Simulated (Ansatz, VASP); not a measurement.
# Mg5Te3: VASP beside Ansatz

```xyz
8
Lattice="3.9097 0.0000 0.0000 0.0000 3.9097 0.0000 0.0000 0.0000 13.2695" Properties=species:S:1:pos:R:3 pbc="T T T"
Mg    0.0000    0.0000   11.6134
Mg    0.0000    0.0000    1.6561
Mg    0.0000    0.0000    5.0457
Mg    0.0000    0.0000    8.2238
Mg    1.9549    1.9549    0.0000
Te    1.9549    1.9549    2.8715
Te    1.9549    1.9549    6.6348
Te    1.9549    1.9549   10.3980
```

Change from the starting cell: species swapped into the Zn5Pd3 type (P4/mmm, No. 123).

Alike in both runs: functional PBE; k mesh 8 × 8 × 4; occupations gaussian, width 0.1 eV; no spin polarisation.

Ansatz relaxed the structure, and its values are those at the end. VASP's run is a single point on that final structure, the one shown.

|  | VASP | Ansatz |
| --- | --- | --- |
| version | VASP 6.6.1 | Ansatz 0.2.0 |
| potentials or method | VASP PAW PBE potentials, release 64 (Mg, Te), cutoff 520 eV | scalar-relativistic, plane waves, PAW |
| valence electrons in the cell | 28 | 98 |

Ansatz gave:

```
gap on the k mesh at the Fermi level (eV) : none
pressure (GPa)                            : 0.0
```

**Question.** Estimate VASP's values.

**Answer.** gap on the k mesh at the Fermi level (eV): none; pressure (GPa): -0.1.

A gap of «none» marks a metal or a gap that the smearing closes. VASP's potentials hold 28 valence electrons a cell and Ansatz's 98, so a difference there can come from the potentials and not from the codes.

Spin-orbit coupling is off throughout.
